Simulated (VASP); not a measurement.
Set up this calculation in VASP 6.6.1, as the native input.

```
Task                   : single point
Functional             : r2SCAN
Potentials or basis    : VASP PAW PBE potentials, release 64 (Ga_d, Sb)
Cutoff                 : 520 eV
k mesh                 : 6 × 6 × 6
Occupations            : gaussian, width 0.1 eV
Spin                   : no spin polarisation
Dipole correction      : no
Further INCAR settings : ALGO = Normal; EDIFF = 1e-06; NBANDS = 16
```

The system is GaSb.

```xyz
2
Lattice="0.0000 3.0590 3.0590 3.0590 0.0000 3.0590 3.0590 3.0590 0.0000" Properties=species:S:1:pos:R:3 pbc="T T T"
Ga    0.0000    0.0000    0.0000
Sb    4.5885    4.5885    4.5885
```

One way to write it, as run:

POSCAR

```
GaSb
1.0
    0.0000000000      3.0590000000      3.0590000000
    3.0590000000      0.0000000000      3.0590000000
    3.0590000000      3.0590000000      0.0000000000
Ga Sb
1 1
Direct
    0.0000000000      0.0000000000      0.0000000000
    0.7500000000      0.7500000000      0.7500000000
```

INCAR.step1

```
SYSTEM = GaSb
ALGO = Normal
EDIFF = 1E-4
ENCUT = 520
GGA = PE
ISMEAR = 0
LASPH = .TRUE.
LCHARG = .FALSE.
LREAL = .FALSE.
LWAVE = .TRUE.
NBANDS = 16
NELM = 60
PREC = Accurate
SIGMA = 0.1
```

INCAR.step2

```
SYSTEM = GaSb
ALGO = Normal
EDIFF = 1E-6
ENCUT = 520
ISIF = 2
ISMEAR = 0
ISTART = 1
LASPH = .TRUE.
LCHARG = .FALSE.
LMIXTAU = .TRUE.
LREAL = .FALSE.
LWAVE = .FALSE.
METAGGA = R2SCAN
NBANDS = 16
NELM = 60
PREC = Accurate
SIGMA = 0.1
```

KPOINTS

```
k-points
0
G
  6 6 6
  0 0 0
```

Potentials or basis: VASP PAW PBE potentials, release 64 (Ga_d, Sb).

Command:

```console
$ cat potpaw_PBE.64/Ga_d/POTCAR potpaw_PBE.64/Sb/POTCAR > POTCAR
$ cp INCAR.step1 INCAR
$ mpirun -np 1 vasp_std > vasp.out
$ cp INCAR.step2 INCAR
$ mpirun -np 1 vasp_std > vasp.out
```

Results of the run:

```
Pressure               : 0.5 GPa
Band gap on the k mesh : 0.45 eV, direct
```

Caveat: the PAW data sets were made with another functional, which shifts forces and pressure a little; spin-orbit coupling is left out, which moves the levels of the heavy elements.

Wall time 26 s on 1 thread of Intel(R) Xeon(R) Platinum 8488C (Sapphire Rapids), with other jobs on the host, peak memory 0.19 GiB.
